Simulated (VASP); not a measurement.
# AlN (P2_1/m) in VASP: settings compared

Aim: see how the results for AlN move with the level of theory and the settings. Levels: PBE, r2SCAN. Tasks: single point.

Everything below comes from runs of VASP 6.6.1. Logs are shortened: lines on timing, memory, paths and dates and some standing lists are left out, and cuts for length are marked.

## 1. The cell of the first run

It takes space group P2_1/m (No. 11, monoclinic). Conventional cell: a = 2.802 Å, b = 4.841 Å, c = 2.833 Å, α = 90.00°, β = 118.90°, γ = 90.00°. Al (site symmetry -1) has 6 N at 2.01 to 2.06 Å and 8 Al at 2.42 to 2.86 Å within 2.9 Å. Within 3.0 Å of N (site symmetry m) lie 6 Al at 2.01 to 2.06 Å and 12 N at 2.80 to 2.92 Å.

## 2. Single point, PBE (shear xy strain +2.5%)

File INCAR:

```
SYSTEM = AlN
PREC = Accurate
ENCUT = 520
EDIFF = 1E-6
ISMEAR = -1
SIGMA = 0.02
LREAL = .False.
LASPH = .True.
NELM = 80
ALGO = Normal
ISIF = 2
LWAVE = .False.
LCHARG = .False.
GGA = PE
NBANDS = 16
```

File KPOINTS:

```
regular mesh
0
Gamma
  12 12 6
  0 0 0
```

File POSCAR:

```
AlN
1.0
    2.8328531145      0.0361188772      0.0000000000
   -1.3851466920      2.4352633237      0.0000000000
    0.0000000000      0.0000000000      4.8410108402
Al N
2 2
Direct
    0.0000000000      0.0000000000      0.0000000000
    0.0000000000      0.0000000000      0.5000000000
    0.3303810223      0.6663670389      0.2500000000
    0.6696189777      0.3336329611      0.7500000000
```

Potentials or basis: VASP PAW PBE potentials, release 64 (Al, N).

Started as:

```bash
$ cat potpaw_PBE.64/Al/POTCAR potpaw_PBE.64/N/POTCAR > POTCAR
$ mpirun -np 1 vasp_std > vasp.out
```

OUTCAR:

```text
SYSTEM = AlN
   PREC = Accurate
   ENCUT = 520
   EDIFF = 1E-6
   ISMEAR = -1
   LREAL = .False.
   LASPH = .True.
   NELM = 80
   ISIF = 2
   GGA = PE

 ion  position               nearest neighbor table
   1  0.000  0.000  0.000-   3 2.01   4 2.01   3 2.03   4 2.03   4 2.06   3 2.06   2 2.42   2 2.42

   2  0.000  0.000  0.500-   3 2.01   4 2.01   3 2.03   4 2.03   4 2.06   3 2.06   1 2.42   1 2.42

   3  0.330  0.666  0.250-   1 2.01   2 2.01   1 2.03   2 2.03   1 2.06   2 2.06
   4  0.670  0.334  0.750-   1 2.01   2 2.01   1 2.03   2 2.03   1 2.06   2 2.06

  Warning from LATTYP: Monoclinic adjustment (A1->A3, A2->A1, A3->A2)!
  LATTYP: Found a simple monoclinic cell.
 ALAT       =     2.8016314558
 B/A-ratio  =     1.7279256450
 C/A-ratio  =     1.0112262829
 COS(beta)  =    -0.4832852060

  Lattice vectors:

 A1 = (  -1.3851466920,   2.4352633237,   0.0000000000)
 A2 = (   0.0000000000,   0.0000000000,   4.8410108402)
 A3 = (   2.8328531145,   0.0361188772,   0.0000000000)

Analysis of symmetry for initial positions (statically):
=====================================================================
 Subroutine PRICEL returns:
 Original cell was already a primitive cell.

 Routine SETGRP: Setting up the symmetry group for a
 simple monoclinic supercell.

 Subroutine GETGRP returns: Found  4 space group operations
 (whereof  2 operations were pure point group operations)
 out of a pool of  4 trial point group operations.

The static configuration has the point symmetry S_2 .
 The point group associated with its full space group is C_2h.

Analysis of symmetry for dynamics (positions and initial velocities):
=====================================================================
 Subroutine PRICEL returns:
 Original cell was already a primitive cell.

 Routine SETGRP: Setting up the symmetry group for a
 simple monoclinic supercell.

 Subroutine GETGRP returns: Found  4 space group operations
 (whereof  2 operations were pure point group operations)
 out of a pool of  4 trial point group operations.

The dynamic configuration has the point symmetry S_2 .
 The point group associated with its full space group is C_2h.

 Subroutine INISYM returns: Found  4 space group operations
 (whereof  2 operations are pure point group operations),
 and found     1 'primitive' translations

----------------------------------------------------------------------------------------

                                     Primitive cell

  volume of cell :      33.6391

  direct lattice vectors                    reciprocal lattice vectors
     2.832853115  0.036118877  0.000000000     0.350459461  0.199336868  0.000000000
    -1.385146692  2.435263324  0.000000000    -0.005197878  0.407676725  0.000000000
     0.000000000  0.000000000  4.841010840     0.000000000  0.000000000  0.206568428

  length of vectors
     2.833083363  2.801631456  4.841010840     0.403183607  0.407709860  0.206568428

  position of ions in fractional coordinates (direct lattice)
     0.000000000  0.000000000  0.000000000
     0.000000000  0.000000000  0.500000000
     0.330381022  0.666367039  0.250000000
     0.669618978  0.333632961  0.750000000

  ion indices of the primitive-cell ions
   primitive index   ion index
                 1           1
                 2           2
                 3           3
                 4           4

----------------------------------------------------------------------------------------

 KPOINTS: regular mesh

Automatic generation of k-mesh.
 Grid dimensions read from file:
 generate k-points for:   12   12    6

 Generating k-lattice:

  Cartesian coordinates                     Fractional coordinates (reciprocal lattice)
     0.029204955  0.016611406  0.000000000     0.083333333  0.000000000  0.000000000
    -0.000433157  0.033973060  0.000000000    -0.000000000  0.083333333  0.000000000
     0.000000000  0.000000000  0.034428071     0.000000000  0.000000000  0.166666667

  Length of vectors
     0.033598634  0.033975822  0.034428071

  Shift w.r.t. Gamma in fractional coordinates (k-lattice)
     0.000000000  0.000000000  0.000000000

 Subroutine IBZKPT returns following result:
 ===========================================

 Found    296 irreducible k-points:

 Following reciprocal coordinates:
            Coordinates               Weight
  0.000000  0.000000  0.000000      1.000000
  0.083333 -0.000000  0.000000      2.000000
  0.166667 -0.000000  0.000000      2.000000
  0.250000 -0.000000  0.000000      2.000000
  0.333333 -0.000000  0.000000      2.000000
  0.416667 -0.000000  0.000000      2.000000
[... 16 lines left out ...]
  0.250000  0.166667  0.000000      2.000000
  0.333333  0.166667  0.000000      2.000000
 [... further k-points ...]
   k-points           NKPTS =    296   k-points in BZ     NKDIM =    296   number of bands    NBANDS=     16
   number of dos      NEDOS =    301   number of ions     NIONS =      4
   total plane-waves  NPLWV =  20736
   dimension x,y,z NGX =    24 NGY =   24 NGZ =   36
   dimension x,y,z NGXF=    48 NGYF=   48 NGZF=   72
   ions per type =               2   2
   NGX,Y,Z   is equivalent  to a cutoff of  14.08, 14.24, 12.36 a.u.
   NGXF,Y,Z  is equivalent  to a cutoff of  28.17, 28.48, 24.73 a.u.
 SYSTEM =  AlN
   PREC   = accura    normal or accurate (medium, high low for compatibility)
   ISTART =      0    job   : 0-new  1-cont  2-samecut
   ICHARG =      2    charge: 1-file 2-atom 10-const
   ISPIN  =      1    spin polarized calculation?
   LNONCOLLINEAR =      F non collinear calculations
   LSORBIT =      F    spin-orbit coupling
   LASPH  =      T    aspherical Exc in radial PAW
   ENCUT  =  520.0 eV  38.22 Ry    6.18 a.u.   5.27  5.21  9.00*2*pi/ulx,y,z
   NELM   =     80;   NELMIN=  2; NELMDL= -5     # of ELM steps
   EDIFF  = 0.1E-05   stopping-criterion for ELM
   LREAL  =      F    real-space projection
   EDIFFG = 0.1E-04   stopping-criterion for IOM
   NSW    =      0    number of steps for IOM
   IBRION =     -1    ionic relax: 0-MD 1-quasi-New 2-CG
   NFREE  =      0    steps in history (QN), initial steepest desc. (CG)
   ISIF   =      2    stress and relaxation
   ISYM   =      2    0-nonsym 1-usesym 2-fastsym
   POTIM  = 0.5000    time-step for ionic-motion
   TEBEG  =    0.0;   TEEND  =   0.0 temperature during run
   PSTRESS=    0.0 pullay stress
   NELECT =      16.0000    total number of electrons
   NUPDOWN=      -1.0000    fix difference up-down
   EMIN   =  10.00;   EMAX   =-10.00  energy-range for DOS
   EFERMI =   0.00;   METHOD = LEGACY
   ISMEAR =    -1;   SIGMA  =   0.02  broadening in eV -4-tet -1-fermi 0-gaus
   EFERMI_NEDOS =   21; number of points for ismear=-14 and -15
   IALGO  =     38    algorithm
   IMIX   =      4    mixing-type and parameters
     AMIX     =   0.40;   BMIX     =  1.00
     AMIX_MAG =   1.60;   BMIX_MAG =  1.00
  volume/ion in A,a.u.               =       8.41        56.75
  Fermi-wavevector in a.u.,A,eV,Ry     =   1.277909  2.414899 22.219030  1.633053
  Thomas-Fermi vector in A             =   2.410482
   LORBIT       =      0    0 simple, 1 ext, 2 COOP (PROOUT), +10 PAW based schemes
   GGA     = PE    functional components
   LHFCALC =     F    Hartree Fock is set to
   AEXX    =    0.0000 exact exchange contribution
   IVDW    =     0    specifies the selected vdW correction
   LEPSILON=     F    determine dielectric tensor
   LRPA    =     F    only Hartree local field effects (RPA)
 non-spin polarized calculation
  energy-cutoff  :      520.00
  volume of cell :       33.64
 maximum number of plane-waves:       924
 NGX is ok and might be reduce to    24
   NGX = 11   NGY = 11   NGZ = 19

 number of electron      15.9999999 magnetization

 Free energy of the ion-electron system (eV)
  ---------------------------------------------------
  ext. energy  EPLUGINS =         0.00000000
  ---------------------------------------------------
  free energy    TOTEN  =       -28.42642115 eV

  energy without entropy =      -28.42642115  energy(sigma->0) =      -28.42642115

 E-fermi :  10.2209     XC(G=0): -12.1778

 val. band max:        9.8594877139   @ k =   0.0000   0.0000   0.0000
 cond. band min:      14.7029924119   @ k =   0.5000  -0.0000   0.3333
 fundamental gap:      4.8435046980
 Fermi energy:        10.2208555724

 k-point     1 :       0.0000    0.0000    0.0000
  band No.  band energies     occupation
      1      -7.7122      2.00000
      2      -4.7889      2.00000
      3       1.2057      2.00000
      4       8.8476      2.00000
      5       9.0480      2.00000
      6       9.2418      2.00000
[... 8 lines left out ...]
     15      22.9322      0.00000
     16      23.4155      0.00000

 k-point     2 :       0.0833   -0.0000    0.0000
  band No.  band energies     occupation
      1      -7.5863      2.00000
      2      -4.7048      2.00000
      3       1.3422      2.00000
      4       8.2070      2.00000
      5       8.8901      2.00000
      6       9.1689      2.00000
[... 8 lines left out ...]
     15      22.8297      0.00000
     16      22.9061      0.00000

 k-point     3 :       0.1667   -0.0000    0.0000
  band No.  band energies     occupation
      1      -7.2150      2.00000
      2      -4.4667      2.00000
      3       1.7452      2.00000
      4       6.7292      2.00000
      5       7.8706      2.00000
      6       8.5342      2.00000
[... 8 lines left out ...]
     15      23.0260      0.00000
     16      23.1661      0.00000

 k-point     4 :       0.2500   -0.0000    0.0000
  band No.  band energies     occupation
      1      -6.6210      2.00000
      2      -4.1264      2.00000
      3       2.3926      2.00000
      4       5.0519      2.00000
      5       6.3960      2.00000
      6       8.1220      2.00000
[... 8 lines left out ...]
     15      22.1637      0.00000
     16      24.5639      0.00000
[... 324 lines left out ...]
 k-point    22 :       0.1667    0.1667    0.0000
  band No.  band energies     occupation
      1      -6.2789      2.00000
      2      -3.9404      2.00000
      3       2.7664      2.00000
      4       5.1501      2.00000
      5       5.3503      2.00000
      6       7.6514      2.00000
[... 8 lines left out ...]
     15      22.2281      0.00000
     16      24.5769      0.00000

 k-point    23 :       0.2500    0.1667    0.0000
  band No.  band energies     occupation
      1      -5.5486      2.00000
      2      -3.6572      2.00000
      3       3.5807      2.00000
      4       3.8550      2.00000
      5       4.6080      2.00000
      6       6.8104      2.00000
[... 8 lines left out ...]
     15      21.5561      0.00000
     16      25.5873      0.00000

 k-point    24 :       0.3333    0.1667    0.0000
  band No.  band energies     occupation
      1      -4.7702      2.00000
      2      -3.5675      2.00000
      3       2.8553      2.00000
      4       4.1102      2.00000
      5       4.4817      2.00000
      6       6.1311      2.00000
[... 8 lines left out ...]
     15      21.7331      0.00000
     16      25.9911      0.00000

 [... further k-points ...]
[... 5 lines left out ...]
  --------------------------------------------------------------------------------------
  -------------------------------------------------------------------------------------
  Total        1.1926070      1.2204977      1.4745240     -1.1872249      0.0000000      0.0000000
  in kB       56.8020163     58.1304079     70.2292811    -56.5456726      0.0000000      0.0000000
  external PRESSURE =      61.7205684 kB  Pullay stress =       0.0000000 kB

 VOLUME and BASIS-vectors are now :
 -----------------------------------------------------------------------------
  energy-cutoff  :      520.00
  volume of cell :       33.64
      direct lattice vectors                 reciprocal lattice vectors
     2.832853115  0.036118877  0.000000000     0.350459461  0.199336868  0.000000000
    -1.385146692  2.435263324  0.000000000    -0.005197878  0.407676725  0.000000000
     0.000000000  0.000000000  4.841010840     0.000000000  0.000000000  0.206568428

 POSITION                                       TOTAL-FORCE (eV/Angst)
 -----------------------------------------------------------------------------------
      0.00000      0.00000      0.00000        -0.000000      0.000000      0.000000
      0.00000      0.00000      2.42051        -0.000000      0.000000      0.000000
      0.01290      1.63471      1.21025         0.020887     -0.000371      0.000000
      1.43480      0.83667      3.63076        -0.020887      0.000371      0.000000
 -----------------------------------------------------------------------------------
    total drift:                               -0.000000      0.000000     -0.000000

  FREE ENERGIE OF THE ION-ELECTRON SYSTEM (eV)
  ---------------------------------------------------
  free  energy   TOTEN  =       -28.4264211511 eV

  energy  without entropy=      -28.4264211511  energy(sigma->0) =      -28.42642115
```

It took 2.2 min on 1 thread of AMD EPYC 9R14 (Zen 4), shared host; peak memory 0.22 GiB.

Results:

```yaml
Free_energy: -28.4264 eV
Pressure: 6.2 GPa
Largest_force: 0.021 eV/Å
Band_gap_on_the_k_mesh: 4.84 eV (least direct gap 5.11 eV)
```

Forces on the atoms (eV/Å):
```
Al   0.000  0.000  0.000
Al   0.000  0.000  0.000
N    0.021  0.000  0.000
N   -0.021  0.000  0.000
```

Caveat: the cell differs from its parent crystal (shear xy strain +2.5%); the cell stands under pressure. A k mesh can miss the band edges.

## 3. Single point, r2SCAN (shear xy strain +2.5%)

POSCAR is that of step 2.

File INCAR.step1:

```
PREC = Accurate
ENCUT = 520
ISMEAR = 0
SIGMA = 0.01
LREAL = F
LASPH = T
NELM = 80
NBANDS = 16
GGA = PE
ALGO = Normal
EDIFF = 1E-4
LWAVE = T
LCHARG = F
```

File INCAR.step2:

```
PREC = Accurate
ENCUT = 520
EDIFF = 1E-6
ISMEAR = 0
SIGMA = 0.01
LREAL = F
LASPH = T
NELM = 80
ALGO = Normal
ISIF = 2
LWAVE = F
LCHARG = T
METAGGA = R2SCAN
LMIXTAU = T
LELF = T
LVHAR = T
NBANDS = 16
ISTART = 1
```

File KPOINTS:

```
Automatic mesh
0
Gamma
  12 12 6
```

Potentials or basis: VASP PAW PBE potentials, release 64 (Al, N).

Started as:

```bash
$ cat potpaw_PBE.64/Al/POTCAR potpaw_PBE.64/N/POTCAR > POTCAR
$ cp INCAR.step1 INCAR
$ mpirun -np 1 vasp_std > vasp.out
$ cp INCAR.step2 INCAR
$ mpirun -np 1 vasp_std > vasp.out
```

It took 9.5 min on 1 thread of AMD EPYC 9R14 (Zen 4), shared host; peak memory 0.23 GiB.

It converged, with:

```
Free energy            : -37.0913 eV
Pressure               : -0.5 GPa
Band gap on the k mesh : 5.62 eV (least direct gap 5.89 eV)
```

Stress tensor (GPa, compression positive):
```
-0.48 -5.94  0.00
-5.94 -0.36  0.00
 0.00  0.00 -0.76
```

Levels at points of the mesh, in eV from the valence-band top:
| k point | band 4 | band 5 | band 6 | band 7 | band 8 | band 9 | band 10 | band 11 | band 12 | band 13 |
| --- | --- | --- | --- | --- | --- | --- | --- | --- | --- | --- |
| (0.00, 0.00, 0.00) | -1.09 | -0.88 | -0.64 | -0.11 | 0.00 | 5.89 | 7.00 | 9.55 | 13.01 | 13.68 |
| (0.50, 0.00, 0.00) | -6.53 | -5.26 | -3.31 | -2.50 | -1.10 | 6.25 | 7.20 | 7.66 | 11.76 | 12.09 |
| (0.00, 0.50, 0.00) | -6.45 | -5.24 | -3.17 | -2.70 | -1.23 | 5.99 | 7.14 | 7.34 | 11.67 | 11.94 |
| (0.50, 0.50, 0.00) | -6.37 | -5.20 | -3.07 | -2.91 | -1.38 | 5.72 | 7.02 | 7.12 | 11.25 | 12.08 |
| (0.00, 0.00, 0.50) | -5.08 | -0.62 | -0.62 | -0.45 | -0.45 | 7.30 | 7.30 | 11.31 | 11.31 | 12.47 |
| (0.50, 0.00, 0.50) | -8.08 | -2.82 | -2.82 | -1.87 | -1.87 | 6.27 | 6.27 | 8.00 | 8.00 | 14.07 |
| (0.00, 0.50, 0.50) | -8.00 | -2.85 | -2.85 | -2.04 | -2.04 | 6.38 | 6.38 | 7.78 | 7.78 | 14.07 |
| (0.50, 0.50, 0.50) | -7.93 | -2.88 | -2.88 | -2.23 | -2.23 | 6.45 | 6.45 | 7.60 | 7.60 | 14.08 |

Caveat: the cell differs from its parent crystal (shear xy strain +2.5%); the PAW data sets were made with another functional, which shifts forces and pressure a little.
